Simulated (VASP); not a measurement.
# Ni (Fm-3m) in VASP: a series of runs

Runs on Ni. Level: PBE+U. Tasks: single point.

Everything below comes from runs of VASP 6.6.1. Logs are shortened: lines on timing, memory, paths and dates and some standing lists are left out, and cuts for length are marked.

## (1) The cell of the first run

The structure is cubic, space group Fm-3m (No. 225). Conventional cell: a = 3.540 Å, b = 3.540 Å, c = 3.540 Å, α = 90.00°, β = 90.00°, γ = 90.00°. Within 3.3 Å of Ni (site symmetry m-3m) lie 12 Ni at 2.50 Å.

## (2) Single point, PBE+U, collinear spin, ferromagnetic start

Contents of INCAR:

```
SYSTEM = Ni
  ALGO = Normal
  EDIFF = 1E-6
  ENCUT = 520
  GGA = PE
  ISIF = 2
  ISMEAR = -1
  ISPIN = 2
  LASPH = .True.
  LCHARG = .True.
  LDAU = .True.
  LDAUJ = 0
  LDAUL = 2
  LDAUPRINT = 1
  LDAUTYPE = 2
  LDAUU = 6.2
  LELF = .True.
  LMAXMIX = 4
  LORBIT = 11
  LREAL = .False.
  LVHAR = .True.
  LWAVE = .False.
  MAGMOM = 1.54
  NBANDS = 15
  NELM = 150
  NUPDOWN = 1.54
  PREC = Accurate
  SIGMA = 0.05
```

Contents of KPOINTS:

```
k-points
0
Gamma
  12 12 12
  0 0 0
```

Contents of POSCAR:

```
Ni
1.0
    0.0000000000      1.7698700000      1.7698700000
    1.7698700000      0.0000000000      1.7698700000
    1.7698700000      1.7698700000      0.0000000000
Ni
1
Direct
    0.0000000000      0.0000000000      0.0000000000
```

Potentials or basis: VASP PAW PBE potentials, release 64 (Ni).

The run is started by

```sh
cat potpaw_PBE.64/Ni/POTCAR > POTCAR
mpirun -np 1 vasp_std > vasp.out
```

OUTCAR:

```text
SYSTEM = Ni
   EDIFF = 1E-6
   ENCUT = 520
   GGA = PE
   ISIF = 2
   ISMEAR = -1
   ISPIN = 2
   LASPH = .True.
   LORBIT = 11
   LREAL = .False.
   NELM = 150
   NUPDOWN = 1.54
   PREC = Accurate

 ion  position               nearest neighbor table
   1  0.000  0.000  0.000-

  LATTYP: Found a face centered cubic cell.
 ALAT       =     3.5397400000

  Lattice vectors:

 A1 = (   0.0000000000,   1.7698700000,   1.7698700000)
 A2 = (   1.7698700000,   0.0000000000,   1.7698700000)
 A3 = (   1.7698700000,   1.7698700000,   0.0000000000)

Analysis of symmetry for initial positions (statically):
=====================================================================
 Subroutine PRICEL returns:
 Original cell was already a primitive cell.

 Routine SETGRP: Setting up the symmetry group for a
 face centered cubic supercell.

 Subroutine GETGRP returns: Found 48 space group operations
 (whereof 48 operations were pure point group operations)
 out of a pool of 48 trial point group operations.

The static configuration has the point symmetry O_h .

Analysis of symmetry for dynamics (positions and initial velocities):
=====================================================================
 Subroutine PRICEL returns:
 Original cell was already a primitive cell.

 Routine SETGRP: Setting up the symmetry group for a
 face centered cubic supercell.

 Subroutine GETGRP returns: Found 48 space group operations
 (whereof 48 operations were pure point group operations)
 out of a pool of 48 trial point group operations.

The dynamic configuration has the point symmetry O_h .

Analysis of structural, dynamic, and magnetic symmetry:
=====================================================================
 Subroutine PRICEL returns:
 Original cell was already a primitive cell.

 Routine SETGRP: Setting up the symmetry group for a
 face centered cubic supercell.

 Subroutine GETGRP returns: Found 48 space group operations
 (whereof 48 operations were pure point group operations)
 out of a pool of 48 trial point group operations.

The overall configuration has the point symmetry O_h .

 Subroutine INISYM returns: Found 48 space group operations
 (whereof 48 operations are pure point group operations),
 and found     1 'primitive' translations

----------------------------------------------------------------------------------------

                                     Primitive cell

  volume of cell :      11.0880

  direct lattice vectors                    reciprocal lattice vectors
     0.000000000  1.769870000  1.769870000    -0.282506625  0.282506625  0.282506625
     1.769870000  0.000000000  1.769870000     0.282506625 -0.282506625  0.282506625
     1.769870000  1.769870000  0.000000000     0.282506625  0.282506625 -0.282506625

  length of vectors
     2.502974158  2.502974158  2.502974158     0.489315828  0.489315828  0.489315828

  position of ions in fractional coordinates (direct lattice)
     0.000000000  0.000000000  0.000000000

  ion indices of the primitive-cell ions
   primitive index   ion index
                 1           1

----------------------------------------------------------------------------------------

 KPOINTS: k-points

Automatic generation of k-mesh.
 Grid dimensions read from file:
 generate k-points for:   12   12   12

 Generating k-lattice:

[... 58 lines left out ...]
   LASPH  =      T    aspherical Exc in radial PAW
   ENCUT  =  520.0 eV  38.22 Ry    6.18 a.u.   4.65  4.65  4.65*2*pi/ulx,y,z
   NELM   =    150;   NELMIN=  2; NELMDL= -5     # of ELM steps
   EDIFF  = 0.1E-05   stopping-criterion for ELM
   LREAL  =      F    real-space projection
   EDIFFG = 0.1E-04   stopping-criterion for IOM
   NSW    =      0    number of steps for IOM
   IBRION =     -1    ionic relax: 0-MD 1-quasi-New 2-CG
   NFREE  =      0    steps in history (QN), initial steepest desc. (CG)
   ISIF   =      2    stress and relaxation
   ISYM   =      2    0-nonsym 1-usesym 2-fastsym
   POTIM  = 0.5000    time-step for ionic-motion
   TEBEG  =    0.0;   TEEND  =   0.0 temperature during run
   PSTRESS=    0.0 pullay stress
   NELECT =      10.0000    total number of electrons
   NUPDOWN=       1.5400    fix difference up-down
   EMIN   =  10.00;   EMAX   =-10.00  energy-range for DOS
   EFERMI =   0.00;   METHOD = LEGACY
   ISMEAR =    -1;   SIGMA  =   0.05  broadening in eV -4-tet -1-fermi 0-gaus
   EFERMI_NEDOS =   21; number of points for ismear=-14 and -15
   IALGO  =     38    algorithm
   IMIX   =      4    mixing-type and parameters
     AMIX     =   0.40;   BMIX     =  1.00
     AMIX_MAG =   1.60;   BMIX_MAG =  1.00
  volume/ion in A,a.u.               =      11.09        74.83
  Fermi-wavevector in a.u.,A,eV,Ry     =   1.581698  2.988975 34.038612  2.501767
  Thomas-Fermi vector in A             =   2.681734
   LORBIT       =     11    0 simple, 1 ext, 2 COOP (PROOUT), +10 PAW based schemes
 LDA+U is selected, type is set to LDAUTYPE =  2
   angular momentum for each species LDAUL =     2
   U (eV)           for each species LDAUU =   6.2
   J (eV)           for each species LDAUJ =   0.0
   GGA     = PE    functional components
   LHFCALC =     F    Hartree Fock is set to
   AEXX    =    0.0000 exact exchange contribution
   IVDW    =     0    specifies the selected vdW correction
   LEPSILON=     F    determine dielectric tensor
   LRPA    =     F    only Hartree local field effects (RPA)
 spin polarized calculation
  energy-cutoff  :      520.00
  volume of cell :       11.09
 maximum number of plane-waves:       310
   NGX =  9   NGY =  9   NGZ =  9

atom =   1  type =  1  l = 2

 onsite density matrix

spin component  1

  0.9679 -0.0000  0.0000  0.0000 -0.0000
 -0.0000  0.9679 -0.0000 -0.0000  0.0000
  0.0000 -0.0000  0.9733 -0.0000 -0.0000
  0.0000 -0.0000 -0.0000  0.9679 -0.0000
 -0.0000  0.0000 -0.0000 -0.0000  0.9733

spin component  2

  0.5297  0.0000 -0.0000 -0.0000  0.0000
  0.0000  0.5297  0.0000 -0.0000  0.0000
 -0.0000  0.0000  0.9369  0.0000  0.0000
 -0.0000 -0.0000  0.0000  0.5297 -0.0000
  0.0000  0.0000  0.0000 -0.0000  0.9369

 occupancies and eigenvectors

  o =  0.5297  v =  0.0000  0.0000  0.0000  0.0000  0.0000  1.0000  0.0000  0.0000  0.0000  0.0000      0.0000  0.0000  0.0000  0.0000  0.0000  0.0000  0.0000  0.0000  0.0000  0.0000
  o =  0.5297  v =  0.0000  0.0000  0.0000  0.0000  0.0000  0.0000 -1.0000 -0.0000 -0.0043  0.0000      0.0000  0.0000  0.0000  0.0000  0.0000  0.0000  0.0000  0.0000  0.0000  0.0000
  o =  0.5297  v =  0.0000  0.0000  0.0000  0.0000  0.0000  0.0000  0.0043 -0.0000 -1.0000 -0.0000      0.0000  0.0000  0.0000  0.0000  0.0000  0.0000  0.0000  0.0000  0.0000  0.0000
  o =  0.9369  v =  0.0000  0.0000  0.0000  0.0000  0.0000  0.0000 -0.0000  0.9999 -0.0000 -0.0133      0.0000  0.0000  0.0000  0.0000  0.0000  0.0000  0.0000  0.0000  0.0000  0.0000
  o =  0.9369  v =  0.0000  0.0000  0.0000  0.0000  0.0000  0.0000  0.0000  0.0133 -0.0000  0.9999      0.0000  0.0000  0.0000  0.0000  0.0000  0.0000  0.0000  0.0000  0.0000  0.0000
  o =  0.9679  v =  0.0000  0.9876  0.0000 -0.1569  0.0000  0.0000  0.0000  0.0000  0.0000  0.0000      0.0000  0.0000  0.0000  0.0000  0.0000  0.0000  0.0000  0.0000  0.0000  0.0000
  o =  0.9679  v =  0.0000  0.1569  0.0000  0.9876  0.0000  0.0000  0.0000  0.0000  0.0000  0.0000      0.0000  0.0000  0.0000  0.0000  0.0000  0.0000  0.0000  0.0000  0.0000  0.0000
  o =  0.9679  v =  1.0000  0.0000  0.0000  0.0000  0.0000  0.0000  0.0000  0.0000  0.0000  0.0000      0.0000  0.0000  0.0000  0.0000  0.0000  0.0000  0.0000  0.0000  0.0000  0.0000
  o =  0.9733  v =  0.0000 -0.0000  0.9900 -0.0000  0.1408  0.0000  0.0000  0.0000  0.0000  0.0000      0.0000  0.0000  0.0000  0.0000  0.0000  0.0000  0.0000  0.0000  0.0000  0.0000
  o =  0.9733  v =  0.0000  0.0000  0.1408 -0.0000 -0.9900  0.0000  0.0000  0.0000  0.0000  0.0000      0.0000  0.0000  0.0000  0.0000  0.0000  0.0000  0.0000  0.0000  0.0000  0.0000

 number of electron      10.0000009 magnetization       1.5400003

 Free energy of the ion-electron system (eV)
  ---------------------------------------------------
  ext. energy  EPLUGINS =         0.00000000
  ---------------------------------------------------
  free energy    TOTEN  =        -1.27085579 eV

  energy without entropy =       -1.26537194  energy(sigma->0) =       -1.26811387

 E-fermi :   8.4591     XC(G=0): -13.1394

 val. band max:       11.0301056901   @ k =  -0.4167   0.2500   0.0833
 cond. band min:       8.4620823210   @ k =  -0.2500   0.1667   0.0000
 fundamental gap:     -2.5680233691
 Fermi energy:        11.1543228232

 spin component 1

 k-point     1 :       0.0000    0.0000    0.0000
  band No.  band energies     occupation
      1       0.0138      1.00000
      2       3.1624      1.00000
      3       3.1624      1.00000
      4       3.1624      1.00000
      5       4.5992      1.00000
      6       4.5992      1.00000
      7      32.5044      0.00000
      8      34.5623      0.00000
      9      34.5623      0.00000
     10      34.5623      0.00000
     11      36.1978      0.00000
     12      36.1978      0.00000
[... 841 lines left out ...]
      4       7.6475      1.00000
      5       8.9867      0.00003
      6      11.3401      0.00000
      7      15.6583      0.00000
      8      25.2283      0.00000
      9      29.7419      0.00000
     10      31.6854      0.00000
     11      39.6801      0.00000
     12      40.4169      0.00000
     13      47.6551      0.00000
     14      50.6531      0.00000
     15      51.3019      0.00000

 [... further k-points ...]

------------------------ aborting loop because EDIFF is reached ----------------------------------------

  FORCE on cell =-STRESS in cart. coord.  units (eV):
  Direction    XX          YY          ZZ          XY          YZ          ZX
  --------------------------------------------------------------------------------------
  -------------------------------------------------------------------------------------
  Total        0.2568436      0.2568436      0.2568436     -0.0000000     -0.0000000      0.0000000
  in kB       37.1129324     37.1129324     37.1129324     -0.0000000     -0.0000000      0.0000000
  external PRESSURE =      37.1129324 kB  Pullay stress =       0.0000000 kB

 VOLUME and BASIS-vectors are now :
 -----------------------------------------------------------------------------
  energy-cutoff  :      520.00
  volume of cell :       11.09
      direct lattice vectors                 reciprocal lattice vectors
     0.000000000  1.769870000  1.769870000    -0.282506625  0.282506625  0.282506625
     1.769870000  0.000000000  1.769870000     0.282506625 -0.282506625  0.282506625
     1.769870000  1.769870000  0.000000000     0.282506625  0.282506625 -0.282506625

 POSITION                                       TOTAL-FORCE (eV/Angst)
 -----------------------------------------------------------------------------------
      0.00000      0.00000      0.00000         0.000000      0.000000      0.000000
 -----------------------------------------------------------------------------------
    total drift:                               -0.000000     -0.000000     -0.000000

  FREE ENERGIE OF THE ION-ELECTRON SYSTEM (eV)
  ---------------------------------------------------
  free  energy   TOTEN  =        -1.2708557912 eV

  energy  without entropy=       -1.2653719410  energy(sigma->0) =       -1.26811387

 total charge

# of ion       s       p       d       tot
------------------------------------------
    1        0.519   0.536   8.287   9.342

 magnetization (x)

# of ion       s       p       d       tot
------------------------------------------
    1        0.033   0.089   1.387   1.509
```

Wall time 49 s (1 thread of AMD EPYC 7R43 (Zen 3), shared host); peak memory 0.1 GiB.

Results:

- Free energy: -1.2709 eV
- Pressure: 3.7 GPa
- Net moment: 1.54 μB per cell
- Site moments: Ni +1.51 μB
- Valence electrons inside the program's atomic spheres: Ni 9.34

Eigenvalues of the final occupation matrices:
```
    site  spin  trace               eigenvalues
site 1 d     1   4.85  0.97 0.97 0.97 0.97 0.97
site 1 d     2   3.46  0.53 0.53 0.53 0.94 0.94
```

Caveat: the total moment is fixed, so each spin has its own Fermi level; the U is typed as a test and isn't derived for this compound.

## (3) Single point, PBE+U, collinear spin, ferromagnetic start

Contents of INCAR:

```
PREC = Accurate
ENCUT = 520
EDIFF = 1E-7
ISMEAR = -1
SIGMA = 0.05
LREAL = F
LASPH = T
NELM = 150
ALGO = Normal
ISIF = 2
LWAVE = F
LCHARG = T
ISPIN = 2
MAGMOM = 2.05
LORBIT = 11
NUPDOWN = 2.05
LMAXMIX = 4
LDAU = T
LDAUTYPE = 2
LDAUL = 2
LDAUU = 6.2
LDAUJ = 0
LDAUPRINT = 1
GGA = PE
LELF = T
LVHAR = T
NBANDS = 15
```

Contents of KPOINTS:

```
regular mesh
0
Gamma
  12 12 12
```

POSCAR is that of step 2.

Potentials or basis: VASP PAW PBE potentials, release 64 (Ni).

The run is started by

```sh
cat potpaw_PBE.64/Ni/POTCAR > POTCAR
mpirun -np 1 vasp_std > vasp.out
```

OUTCAR:

```text
PREC = Accurate
   ENCUT = 520
   EDIFF = 1E-7
   ISMEAR = -1
   LREAL = F
   LASPH = T
   NELM = 150
   ISIF = 2
   ISPIN = 2
   LORBIT = 11
   NUPDOWN = 2.05
   GGA = PE

 ion  position               nearest neighbor table
   1  0.000  0.000  0.000-

  LATTYP: Found a face centered cubic cell.
 ALAT       =     3.5397400000

  Lattice vectors:

 A1 = (   0.0000000000,   1.7698700000,   1.7698700000)
 A2 = (   1.7698700000,   0.0000000000,   1.7698700000)
[... 1108 lines left out ...]
  -------------------------------------------------------------------------------------
  Total        1.4784272      1.4784272      1.4784272      0.0000000      0.0000000      0.0000000
  in kB      213.6271457    213.6271457    213.6271457      0.0000000      0.0000000      0.0000000
  external PRESSURE =     213.6271457 kB  Pullay stress =       0.0000000 kB

 VOLUME and BASIS-vectors are now :
 -----------------------------------------------------------------------------
  energy-cutoff  :      520.00
  volume of cell :       11.09
      direct lattice vectors                 reciprocal lattice vectors
     0.000000000  1.769870000  1.769870000    -0.282506625  0.282506625  0.282506625
     1.769870000  0.000000000  1.769870000     0.282506625 -0.282506625  0.282506625
     1.769870000  1.769870000  0.000000000     0.282506625  0.282506625 -0.282506625

 POSITION                                       TOTAL-FORCE (eV/Angst)
 -----------------------------------------------------------------------------------
      0.00000      0.00000      0.00000        -0.000000     -0.000000     -0.000000
 -----------------------------------------------------------------------------------
    total drift:                               -0.000000     -0.000000     -0.000000

  FREE ENERGIE OF THE ION-ELECTRON SYSTEM (eV)
  ---------------------------------------------------
  free  energy   TOTEN  =        -0.2305037328 eV

  energy  without entropy=       -0.2240354595  energy(sigma->0) =       -0.22726960

 total charge

# of ion       s       p       d       tot
------------------------------------------
    1        0.549   0.614   8.141   9.304

 magnetization (x)

# of ion       s       p       d       tot
------------------------------------------
    1        0.071   0.211   1.674   1.956
```

OSZICAR:

```text
N       E                     dE             d eps       ncg     rms          rms(c)
DAV:   1     0.399727766065E+02    0.39973E+02   -0.42371E+03  4615   0.887E+02
DAV:   2     0.781154844511E+00   -0.39192E+02   -0.36461E+02  4838   0.169E+02
DAV:   3    -0.109689333695E+01   -0.18780E+01   -0.18661E+01  5265   0.354E+01
DAV:   4    -0.110851019968E+01   -0.11617E-01   -0.11616E-01  5209   0.272E+00
DAV:   5    -0.110860616179E+01   -0.95962E-04   -0.95962E-04  5270   0.224E-01    0.143E+01
DAV:   6     0.173503708682E+00    0.12821E+01   -0.11251E+01  6224   0.467E+01    0.800E+00
DAV:   7     0.258410147435E+00    0.84906E-01   -0.90841E-01  4852   0.121E+01    0.373E+00
DAV:   8     0.419411659477E-01   -0.21647E+00   -0.13229E+00  5083   0.687E+00    0.249E+00
DAV:   9    -0.121322300281E+00   -0.16326E+00   -0.42287E-01  5114   0.510E+00    0.136E+00
DAV:  10    -0.224206150365E+00   -0.10288E+00   -0.10887E-01  5419   0.478E+00    0.582E-01
DAV:  11    -0.227268047403E+00   -0.30619E-02   -0.43760E-03  5127   0.713E-01    0.343E-01
DAV:  12    -0.230011144754E+00   -0.27431E-02   -0.30421E-03  5261   0.466E-01    0.156E-01
DAV:  13    -0.230256602459E+00   -0.24546E-03   -0.39611E-03  5469   0.412E-01    0.495E-02
DAV:  14    -0.230484231423E+00   -0.22763E-03   -0.36333E-04  5113   0.110E-01    0.193E-02
DAV:  15    -0.230497493244E+00   -0.13262E-04   -0.11327E-05  5566   0.254E-02    0.739E-03
DAV:  16    -0.230503692022E+00   -0.61988E-05   -0.20763E-05  5216   0.328E-02    0.204E-03
DAV:  17    -0.230503732799E+00   -0.40778E-07   -0.15772E-07  4798   0.344E-03
   1 F= -.23050373E+00 E0= -.22726960E+00  d E =-.646827E-02  mag=     2.0500
```

Wall time 52 s (1 thread of AMD EPYC 7R43 (Zen 3), shared host); peak memory 0.11 GiB.

What came out:

- Free energy: -0.2305 eV
- Pressure: 21.4 GPa
- Net moment: 2.05 μB per cell
- Site moments: Ni +1.96 μB
- Valence electrons inside the program's atomic spheres: Ni 9.30

Eigenvalues of the final occupation matrices:
```tsv
site	spin	trace	eigenvalues
site 1 d	1	4.92	0.98 0.98 0.99 0.99 0.99
site 1 d	2	3.24	0.45 0.45 0.45 0.94 0.94
```

Caveat: the total moment is fixed, so each spin has its own Fermi level; the U is typed as a test and isn't derived for this compound. The state reached can hang on the start; a lower one may exist.

(Part 1 of 2 ends here.)
